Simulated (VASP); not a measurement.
# Ni (Pm-3m) in VASP: a series of runs

Runs on Ni. Level: BLYP. Tasks: single point.

All numbers are computed with VASP 6.6.1; they aren't measurements. Logs are shortened: lines on timing, memory, paths and dates and some standing lists are left out, and cuts for length are marked.

## 1. The cell of the first run

Symmetry: Pm-3m, No. 221, cubic system. Conventional cell: a = 2.364 Å, b = 2.364 Å, c = 2.364 Å, α = 90.00°, β = 90.00°, γ = 90.00°. Within 3.1 Å of Ni (site symmetry m-3m) lie 6 Ni at 2.36 Å.

This isn't the form of Ni at room conditions, which is fcc.

## 2. Single point, BLYP, collinear spin, antiferromagnetic start

Input file INCAR:

```
PREC = Accurate
ENCUT = 600
EDIFF = 1E-6
ISMEAR = -1
SIGMA = 0.05
LREAL = F
LASPH = T
NELM = 200
ALGO = Normal
ISIF = 2
LWAVE = F
LCHARG = F
ISPIN = 2
MAGMOM = 0.8 -0.8
LORBIT = 11
LMAXMIX = 4
GGA = B5
ALDAX = 1.0
AGGAX = 1.0
AGGAC = 1.0
ALDAC = 0.0
NBANDS = 21
GGA_COMPAT = F
```

Input file KPOINTS:

```
regular mesh
0
Gamma
  19 19 19
```

Input file POSCAR:

```
Ni
1.0
    0.0000000000      2.3641476893      2.3641476893
    2.3641476893      0.0000000000      2.3641476893
    2.3641476893      2.3641476893      0.0000000000
Ni
2
Direct
    0.0000000000      0.0000000000      0.0000000000
    0.5000000000      0.5000000000      0.5000000000
```

Potentials or basis: VASP PAW PBE potentials, release 64 (Ni).

The run is started by

```
$ cat potpaw_PBE.64/Ni/POTCAR > POTCAR
$ mpirun -np 1 vasp_std > vasp.out
```

OUTCAR:

```text
PREC = Accurate
   ENCUT = 600
   EDIFF = 1E-6
   ISMEAR = -1
   LREAL = F
   LASPH = T
   NELM = 200
   ISIF = 2
   ISPIN = 2
   LORBIT = 11
   GGA = B5

 ion  position               nearest neighbor table
   1  0.000  0.000  0.000-   2 2.36   2 2.36   2 2.36   2 2.36   2 2.36   2 2.36
   2  0.500  0.500  0.500-   1 2.36   1 2.36   1 2.36   1 2.36   1 2.36   1 2.36

  LATTYP: Found a face centered cubic cell.
 ALAT       =     4.7282953786

  Lattice vectors:

 A1 = (   0.0000000000,   2.3641476893,   2.3641476893)
 A2 = (   2.3641476893,   0.0000000000,   2.3641476893)
 A3 = (   2.3641476893,   2.3641476893,   0.0000000000)

Analysis of symmetry for initial positions (statically):
=====================================================================
 Subroutine PRICEL returns following result:

  LATTYP: Found a simple cubic cell.
 ALAT       =     2.3641476893

  Lattice vectors:

 A1 = (  -2.3641476893,   0.0000000000,   0.0000000000)
 A2 = (   0.0000000000,   0.0000000000,   2.3641476893)
 A3 = (   0.0000000000,   2.3641476893,   0.0000000000)

   2 primitive cells build up your supercell.

 Routine SETGRP: Setting up the symmetry group for a
 face centered cubic supercell.

 Subroutine GETGRP returns: Found 48 space group operations
 (whereof 48 operations were pure point group operations)
 out of a pool of 48 trial point group operations.

The static configuration has the point symmetry O_h .

Analysis of symmetry for dynamics (positions and initial velocities):
=====================================================================
 Subroutine PRICEL returns following result:

  LATTYP: Found a simple cubic cell.
 ALAT       =     2.3641476893

  Lattice vectors:

 A1 = (  -2.3641476893,   0.0000000000,   0.0000000000)
 A2 = (   0.0000000000,   0.0000000000,   2.3641476893)
 A3 = (   0.0000000000,   2.3641476893,   0.0000000000)

   2 primitive cells build up your supercell.

 Routine SETGRP: Setting up the symmetry group for a
 face centered cubic supercell.

 Subroutine GETGRP returns: Found 48 space group operations
 (whereof 48 operations were pure point group operations)
 out of a pool of 48 trial point group operations.

The dynamic configuration has the point symmetry O_h .

Analysis of structural, dynamic, and magnetic symmetry:
=====================================================================
 Subroutine PRICEL returns following result:

  LATTYP: Found a simple cubic cell.
 ALAT       =     2.3641476893

  Lattice vectors:

 A1 = (  -2.3641476893,   0.0000000000,   0.0000000000)
 A2 = (   0.0000000000,   0.0000000000,   2.3641476893)
 A3 = (   0.0000000000,   2.3641476893,   0.0000000000)

   2 primitive cells build up your supercell.

 Routine SETGRP: Setting up the symmetry group for a
 face centered cubic supercell.

 Subroutine GETGRP returns: Found 48 space group operations
 (whereof 48 operations were pure point group operations)
 out of a pool of 48 trial point group operations.

The overall configuration has the point symmetry O_h .

 Subroutine INISYM returns: Found 48 space group operations
 (whereof 48 operations are pure point group operations),
 and found     2 'primitive' translations

----------------------------------------------------------------------------------------

                                     Primitive cell

  volume of cell :      13.2137

  direct lattice vectors                    reciprocal lattice vectors
    -2.364147689  0.000000000  0.000000000    -0.422985419  0.000000000  0.000000000
     0.000000000  0.000000000  2.364147689     0.000000000  0.000000000  0.422985419
     0.000000000  2.364147689  0.000000000     0.000000000  0.422985419  0.000000000

  length of vectors
     2.364147689  2.364147689  2.364147689     0.422985419  0.422985419  0.422985419

  position of ions in fractional coordinates (direct lattice)
     0.000000000  0.000000000  0.000000000

  ion indices of the primitive-cell ions
   primitive index   ion index
                 1           1

----------------------------------------------------------------------------------------

 KPOINTS: regular mesh

Automatic generation of k-mesh.
 Grid dimensions read from file:
 generate k-points for:   19   19   19

 Generating k-lattice:

  Cartesian coordinates                     Fractional coordinates (reciprocal lattice)
    -0.011131195  0.011131195  0.011131195     0.052631579  0.000000000  0.000000000
     0.011131195 -0.011131195  0.011131195     0.000000000  0.052631579  0.000000000
     0.011131195  0.011131195 -0.011131195     0.000000000  0.000000000  0.052631579

  Length of vectors
     0.019279796  0.019279796  0.019279796

  Shift w.r.t. Gamma in fractional coordinates (k-lattice)
     0.000000000  0.000000000  0.000000000

 Subroutine IBZKPT returns following result:
 ===========================================

 Found    220 irreducible k-points:

 Following reciprocal coordinates:
            Coordinates               Weight
  0.000000  0.000000  0.000000      1.000000
  0.052632  0.000000  0.000000      8.000000
  0.105263  0.000000  0.000000      8.000000
  0.157895  0.000000  0.000000      8.000000
  0.210526  0.000000  0.000000      8.000000
  0.263158  0.000000  0.000000      8.000000
[... 16 lines left out ...]
 -0.315789  0.052632  0.000000     24.000000
 -0.263158  0.052632  0.000000     24.000000
 [... further k-points ...]
   k-points           NKPTS =    220   k-points in BZ     NKDIM =    220   number of bands    NBANDS=     21
   number of dos      NEDOS =    301   number of ions     NIONS =      2
   total plane-waves  NPLWV =  21952
   dimension x,y,z NGX =    28 NGY =   28 NGZ =   28
   dimension x,y,z NGXF=    56 NGYF=   56 NGZF=   56
   ions per type =               2
   NGX,Y,Z   is equivalent  to a cutoff of  13.92, 13.92, 13.92 a.u.
   NGXF,Y,Z  is equivalent  to a cutoff of  27.85, 27.85, 27.85 a.u.
 SYSTEM =  unknown system
   PREC   = accura    normal or accurate (medium, high low for compatibility)
   ISTART =      0    job   : 0-new  1-cont  2-samecut
   ICHARG =      2    charge: 1-file 2-atom 10-const
   ISPIN  =      2    spin polarized calculation?
   LNONCOLLINEAR =      F non collinear calculations
   LSORBIT =      F    spin-orbit coupling
   LASPH  =      T    aspherical Exc in radial PAW
   ENCUT  =  600.0 eV  44.10 Ry    6.64 a.u.   6.68  6.68  6.68*2*pi/ulx,y,z
   NELM   =    200;   NELMIN=  2; NELMDL= -5     # of ELM steps
   EDIFF  = 0.1E-05   stopping-criterion for ELM
   LREAL  =      F    real-space projection
   EDIFFG = 0.1E-04   stopping-criterion for IOM
   NSW    =      0    number of steps for IOM
   IBRION =     -1    ionic relax: 0-MD 1-quasi-New 2-CG
   NFREE  =      0    steps in history (QN), initial steepest desc. (CG)
   ISIF   =      2    stress and relaxation
   ISYM   =      2    0-nonsym 1-usesym 2-fastsym
   POTIM  = 0.5000    time-step for ionic-motion
   TEBEG  =    0.0;   TEEND  =   0.0 temperature during run
   PSTRESS=    0.0 pullay stress
   NELECT =      20.0000    total number of electrons
   NUPDOWN=      -1.0000    fix difference up-down
   EMIN   =  10.00;   EMAX   =-10.00  energy-range for DOS
   EFERMI =   0.00;   METHOD = LEGACY
   ISMEAR =    -1;   SIGMA  =   0.05  broadening in eV -4-tet -1-fermi 0-gaus
   EFERMI_NEDOS =   21; number of points for ismear=-14 and -15
   IALGO  =     38    algorithm
   IMIX   =      4    mixing-type and parameters
     AMIX     =   0.40;   BMIX     =  1.00
     AMIX_MAG =   1.60;   BMIX_MAG =  1.00
  volume/ion in A,a.u.               =      13.21        89.17
  Fermi-wavevector in a.u.,A,eV,Ry     =   1.491879  2.819242 30.282521  2.225703
  Thomas-Fermi vector in A             =   2.604478
   LORBIT       =     11    0 simple, 1 ext, 2 COOP (PROOUT), +10 PAW based schemes
   GGA     = B5    functional components
   LHFCALC =     F    Hartree Fock is set to
   AEXX    =    0.0000 exact exchange contribution
   IVDW    =     0    specifies the selected vdW correction
   LEPSILON=     F    determine dielectric tensor
   LRPA    =     F    only Hartree local field effects (RPA)
 spin polarized calculation
  energy-cutoff  :      600.00
  volume of cell :       26.43
 maximum number of plane-waves:       903
   NGX = 13   NGY = 13   NGZ = 13

 number of electron      20.0000010 magnetization      -0.0000000

 number of electron      20.0000010 magnetization       0.0000000

 Free energy of the ion-electron system (eV)
  ---------------------------------------------------
  ext. energy  EPLUGINS =         0.00000000
  ---------------------------------------------------
  free energy    TOTEN  =        -8.14960831 eV

  energy without entropy =       -8.10541877  energy(sigma->0) =       -8.12751354

 E-fermi :   7.2321     XC(G=0): -11.4395

 val. band max:        7.2307108886   @ k =  -0.4737   0.3684   0.0526
 cond. band min:       7.2330030413   @ k =   0.1579   0.0526   0.0000
 fundamental gap:      0.0022921526
 Fermi energy:         7.2320578885

 spin component 1

 k-point     1 :       0.0000    0.0000    0.0000
  band No.  band energies     occupation
      1      -0.2033      1.00000
      2       4.1861      1.00000
      3       4.1861      1.00000
      4       4.5322      1.00000
      5       4.5322      1.00000
      6       4.5322      1.00000
[... 13 lines left out ...]
     20      26.2293      0.00000
     21      26.2293      0.00000

 k-point     2 :       0.0526    0.0000    0.0000
  band No.  band energies     occupation
      1      -0.1438      1.00000
      2       4.2031      1.00000
      3       4.2031      1.00000
      4       4.5300      1.00000
      5       4.5536      1.00000
      6       4.5537      1.00000
[... 13 lines left out ...]
     20      25.8937      0.00000
     21      26.0740      0.00000
[... 487 lines left out ...]
      5       5.2347      1.00000
      6       5.3551      1.00000
[... 13 lines left out ...]
     20      28.8140      0.00000
     21      31.6330      0.00000

 k-point    24 :      -0.2632    0.0526    0.0000
  band No.  band energies     occupation
      1       1.4688      1.00000
      2       4.4774      1.00000
      3       4.6080      1.00000
      4       4.7385      1.00000
      5       5.0531      1.00000
      6       5.1663      1.00000
[... 13 lines left out ...]
     20      27.7477      0.00000
     21      30.4064      0.00000

 [... further k-points ...]

 spin component 2

 k-point     1 :       0.0000    0.0000    0.0000
  band No.  band energies     occupation
      1      -0.2033      1.00000
      2       4.1861      1.00000
      3       4.1861      1.00000
      4       4.5322      1.00000
      5       4.5322      1.00000
      6       4.5322      1.00000
[... 13 lines left out ...]
     20      26.2293      0.00000
     21      26.2293      0.00000

 k-point     2 :       0.0526    0.0000    0.0000
  band No.  band energies     occupation
      1      -0.1438      1.00000
      2       4.2031      1.00000
      3       4.2031      1.00000
      4       4.5300      1.00000
      5       4.5536      1.00000
      6       4.5537      1.00000
[... 13 lines left out ...]
     20      25.8937      0.00000
     21      26.0740      0.00000
[... 487 lines left out ...]
      5       5.2347      1.00000
      6       5.3551      1.00000
[... 13 lines left out ...]
     20      28.8140      0.00000
     21      31.6330      0.00000

 k-point    24 :      -0.2632    0.0526    0.0000
  band No.  band energies     occupation
      1       1.4688      1.00000
      2       4.4774      1.00000
      3       4.6080      1.00000
      4       4.7385      1.00000
      5       5.0531      1.00000
      6       5.1663      1.00000
[... 13 lines left out ...]
     20      27.7477      0.00000
     21      30.4064      0.00000

 [... further k-points ...]

------------------------ aborting loop because EDIFF is reached ----------------------------------------

  FORCE on cell =-STRESS in cart. coord.  units (eV):
  Direction    XX          YY          ZZ          XY          YZ          ZX
  --------------------------------------------------------------------------------------
  -------------------------------------------------------------------------------------
  Total       -0.0072205     -0.0072205     -0.0072205      0.0000000      0.0000000     -0.0000000
  in kB       -0.4377490     -0.4377490     -0.4377490      0.0000000      0.0000000     -0.0000000
  external PRESSURE =      -0.4377490 kB  Pullay stress =       0.0000000 kB

 VOLUME and BASIS-vectors are now :
 -----------------------------------------------------------------------------
  energy-cutoff  :      600.00
  volume of cell :       26.43
      direct lattice vectors                 reciprocal lattice vectors
     0.000000000  2.364147689  2.364147689    -0.211492709  0.211492709  0.211492709
     2.364147689  0.000000000  2.364147689     0.211492709 -0.211492709  0.211492709
     2.364147689  2.364147689  0.000000000     0.211492709  0.211492709 -0.211492709

 POSITION                                       TOTAL-FORCE (eV/Angst)
 -----------------------------------------------------------------------------------
      0.00000      0.00000      0.00000         0.000000      0.000000      0.000000
      2.36415      2.36415      2.36415        -0.000000     -0.000000     -0.000000
 -----------------------------------------------------------------------------------
    total drift:                                0.000000      0.000000      0.000000

  FREE ENERGIE OF THE ION-ELECTRON SYSTEM (eV)
  ---------------------------------------------------
  free  energy   TOTEN  =        -8.1496083121 eV

  energy  without entropy=       -8.1054187725  energy(sigma->0) =       -8.12751354

 total charge

# of ion       s       p       d       tot
------------------------------------------
    1        0.497   0.342   8.397   9.236
    2        0.497   0.342   8.397   9.236
--------------------------------------------------
tot          0.994   0.684  16.795  18.472

 magnetization (x)

# of ion       s       p       d       tot
------------------------------------------
    1       -0.000   0.000  -0.000  -0.000
    2        0.000  -0.000   0.000   0.000
--------------------------------------------------
tot          0.000   0.000   0.000   0.000
```

It took 9.9 min on 1 thread of AMD EPYC 7R13, shared host; peak memory 0.3 GiB.

What came out:

```
Free energy                                           : -8.1496 eV
Pressure                                              : 0.0 GPa
Band gap on the k mesh                                : zero (filled and empty bands overlap)
Net moment                                            : 0.00 μB per cell
Valence electrons inside the program's atomic spheres : Ni 9.24
```

Caveat: the PAW data sets were made with another functional, which shifts forces and pressure a little.

## 3. Single point, BLYP (12.20 Å³/atom)

Input file INCAR:

```
PREC = Accurate
ENCUT = 600
EDIFF = 1E-6
ISMEAR = -1
SIGMA = 0.1
LREAL = False
LASPH = True
NELM = 120
ALGO = Normal
ISIF = 2
LWAVE = False
LCHARG = False
GGA = B5
ALDAX = 1.0
AGGAX = 1.0
AGGAC = 1.0
ALDAC = 0.0
NBANDS = 11
GGA_COMPAT = False
```

Input file KPOINTS:

```
regular mesh
0
Gamma
  15 15 15
```

Input file POSCAR:

```
Ni
1.0
    2.3020557880      0.0000000000      0.0000000000
    0.0000000000      2.3020557880      0.0000000000
    0.0000000000      0.0000000000      2.3020557880
Ni
1
Direct
    0.0000000000      0.0000000000      0.0000000000
```

Potentials or basis: VASP PAW PBE potentials, release 64 (Ni).

The run is started by

```
$ cat potpaw_PBE.64/Ni/POTCAR > POTCAR
$ mpirun -np 1 vasp_std > vasp.out
```

It took 10 s on 1 thread of Intel Xeon Platinum 8375C at 2.90GHz (Ice Lake), shared host; peak memory 0.13 GiB.

The run converged. Its results:

```
Free energy            : -4.0678 eV
Pressure               : 12.4 GPa
Band gap on the k mesh : zero (bands 5 and 6 overlap by 1.26 eV)
```

Levels at points of the mesh, in eV from the Fermi level:
```csv
k point,band 1,band 2,band 3,band 4,band 5,band 6,band 7,band 8,band 9,band 10
"(0.00, 0.00, 0.00)",-7.95,-3.43,-3.43,0.04,0.04,0.04,19.94,19.94,19.94,24.07
```

Caveat: the cell stands under pressure; the PAW data sets were made with another functional, which shifts forces and pressure a little; the run has no spin polarisation, though such a crystal can be magnetic. Spin polarisation is off, so any magnetic state and its effect on volume and gap are missing.

## 4. Single point, BLYP (12.73 Å³/atom)

Input file INCAR:

```
AGGAC = 1.0 ; AGGAX = 1.0
ALDAC = 0.0 ; ALDAX = 1.0
ALGO = Normal ; EDIFF = 1E-6
ENCUT = 600 ; GGA = B5
GGA_COMPAT = F ; ISIF = 2
ISMEAR = -1 ; LASPH = T
LCHARG = F ; LREAL = F
LWAVE = F ; NBANDS = 11
NELM = 120 ; PREC = Accurate
SIGMA = 0.1
```

Input file KPOINTS:

```
k-points
0
Gamma
  15 15 15
```

Input file POSCAR:

```
Ni
1.0
    2.3349467430      0.0000000000      0.0000000000
    0.0000000000      2.3349467430      0.0000000000
    0.0000000000      0.0000000000      2.3349467430
Ni
1
Direct
    0.0000000000      0.0000000000      0.0000000000
```

The run is started by

```
$ cat potpaw_PBE.64/Ni/POTCAR > POTCAR
$ mpirun -np 1 vasp_std > vasp.out
```

Run time: 12 s. Hardware: 1 thread of Intel Xeon Platinum 8375C at 2.90GHz (Ice Lake), shared host; peak memory 0.13 GiB.

The run converged. Its results:

| Quantity | Value |
| --- | --- |
| Free energy | -4.0972 eV |
| Pressure | 5.4 GPa |
| Band gap on the k mesh | zero (bands 5 and 6 overlap by 1.19 eV) |

Levels at points of the mesh, in eV from the Fermi level:
```tsv
k point	band 3	band 4	band 5	band 6	band 7	band 8
(0.00, 0.00, 0.00)	-3.23	0.03	0.03	0.03	19.42	19.42
```

Caveat: the cell stands under pressure; the PAW data sets were made with another functional, which shifts forces and pressure a little; the run has no spin polarisation, though such a crystal can be magnetic. Spin polarisation is off, so any magnetic state and its effect on volume and gap are missing.

## 5. Summary

| spin | cell | k mesh | smearing | gap on the mesh (eV) | pressure (GPa) |
| --- | --- | --- | --- | --- | --- |
| collinear, antiferromagnetic start | a = 3.343 Å, angles 60.0°, 2 atoms, atomic positions A | 19 × 19 × 19 | fermi-dirac 0.05 eV | none | 0.0 |
| off | a = 2.302 Å, 1 atom, atomic positions B | 15 × 15 × 15 | fermi-dirac 0.1 eV | none | 12.4 |
| off | a = 2.335 Å, 1 atom, atomic positions B | 15 × 15 × 15 | fermi-dirac 0.1 eV | none | 5.4 |

Alike in all rows: task single point; level BLYP; potentials or basis VASP PAW PBE potentials, release 64 (Ni); cutoff (eV) 600.

Caveats: the PAW data sets were made with another functional, which shifts forces and pressure a little; the cell stands under pressure (at least some runs).

Absolute energies hang on the potentials; compare differences alone.
